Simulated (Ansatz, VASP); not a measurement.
Two plane-wave programs on CdS

File INCAR:

```
PREC = Accurate
ENCUT = 600
EDIFF = 1E-7
ISMEAR = 0
SIGMA = 0.02
LREAL = False
LASPH = True
NELM = 60
ALGO = Normal
ISIF = 3
LWAVE = False
LCHARG = False
GGA = PE
IVDW = 12
IBRION = 2
NSW = 100
EDIFFG = -0.005
```

KPOINTS

```
regular mesh
0
Gamma
  6 6 6
```

Contents of POSCAR:

```
CdS
1.0
    4.2611695877      0.0000000000      0.0000000000
   -2.1305847939      3.6902811128      0.0000000000
    0.0000000000      0.0000000000      5.8041729400
Cd S
1 1
Direct
    0.0000000000      0.0000000000      0.4426919200
    0.6666666700      0.3333333300      0.4343080800
```

Input for Ansatz:

```yaml
crystal:
  lattice:
    - [4.2611695877, 0.0, 0.0]
    - [-2.1305847939, 3.6902811128, 0.0]
    - [0.0, 0.0, 5.80417294]
  atoms:
    - { symbol: Cd, position: [0.0, 0.0, 0.44269192] }
    - { symbol: S, position: [0.66666667, 0.33333333, 0.43430808] }
basis:
  ecutwfc: 420
kpoints:
  mp_grid: { grid: [6, 6, 6] }
hamiltonian:
  xc: pbe
  dispersion: d3bj
scf:
  occupations: { method: gaussian, width: 0.02 }
output:
  forces: true
  stress: true
  eigenvalues: true
relax:
  adjacent_minimum: "off"
  f_tol: 0.005
  max_steps: 80
  cell: { stress_tol: 0.05 }
```

Alike in both runs: task relaxation of cell and atoms; functional PBE; dispersion D3(BJ); k mesh 6 × 6 × 6; occupations gaussian, width 0.02 eV; no spin polarisation.

|  | VASP | Ansatz |
| --- | --- | --- |
| version | VASP 6.6.1 | Ansatz 0.2.0 |
| potentials or method | VASP PAW PBE potentials, release 64 (Cd, S), cutoff 600 eV | scalar-relativistic, plane waves, PAW |
| valence electrons in the cell | 18 | 26 |

|  | VASP | Ansatz | Ansatz less VASP |
| --- | --- | --- | --- |
| gap on the k mesh at the Fermi level, each at its own relaxed structure (eV) | 0.90 | 0.90 | +0.007 |
| relaxed volume (Å³/atom) | 27.88 | 27.83 | -0.045 |
| relaxed cell length with the largest relative difference (Å) | 4.103 | 4.098 | -0.0054 |

VASP's potentials hold 18 valence electrons a cell and Ansatz's 26, so a difference there can come from the potentials and not from the codes.

Noted on VASP's run: the volume moved by over 15 % at a fixed basis, so the end points are rough.
